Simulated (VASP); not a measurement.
# NaI: single point with r2SCAN

Crystal: NaI.

```
Na I
1.0
     0.00000    3.33349    3.33349
     3.33349    0.00000    3.33349
     3.33349    3.33349    0.00000
Na I
1 1
Direct
  0.00000 0.00000 0.00000
  0.50000 0.50000 0.50000
```

This cell differs from its parent crystal: strain +0.030 along x and y, +0.030 along z.

* Program: VASP 6.6.1
* Task: single point
* Functional: r2SCAN
* Potentials or basis: VASP PAW PBE potentials, release 64 (Na_pv, I)
* Cutoff: 520 eV
* k mesh: 6 × 6 × 6
* Occupations: gaussian, width 0.05 eV
* Spin: no spin polarisation
* Dipole correction: no
* Further INCAR settings: ALGO = Normal; EDIFF = 1e-06; NBANDS = 14

```
Pressure               : -1.3 GPa
Band gap on the k mesh : 4.19 eV
```

Levels at points of the mesh, in eV from the valence-band top:
| k point | band 3 | band 4 | band 5 | band 6 | band 7 | band 8 | band 9 | band 10 | band 11 | band 12 |
| --- | --- | --- | --- | --- | --- | --- | --- | --- | --- | --- |
| (0.00, 0.00, 0.00) | -23.36 | -11.13 | 0.00 | 0.00 | 0.00 | 4.19 | 8.46 | 8.46 | 8.46 | 10.18 |
| (0.50, 0.00, 0.00) | -23.36 | -10.88 | -1.89 | -0.25 | -0.25 | 5.65 | 7.99 | 7.99 | 9.11 | 10.82 |
| (0.50, 0.50, 0.00) | -23.36 | -10.81 | -1.66 | -0.65 | -0.65 | 5.16 | 6.16 | 10.14 | 11.74 | 11.74 |

It took 31 s on 1 thread of Intel(R) Xeon(R) 6975P-C (Granite Rapids), with other jobs on the host, peak memory 0.21 GiB.

Caveat: the cell differs from its parent crystal (strain +0.030 along x and y, +0.030 along z); the PAW data sets were made with another functional, which shifts forces and pressure a little; spin-orbit coupling is left out, which moves the levels of the heavy elements.
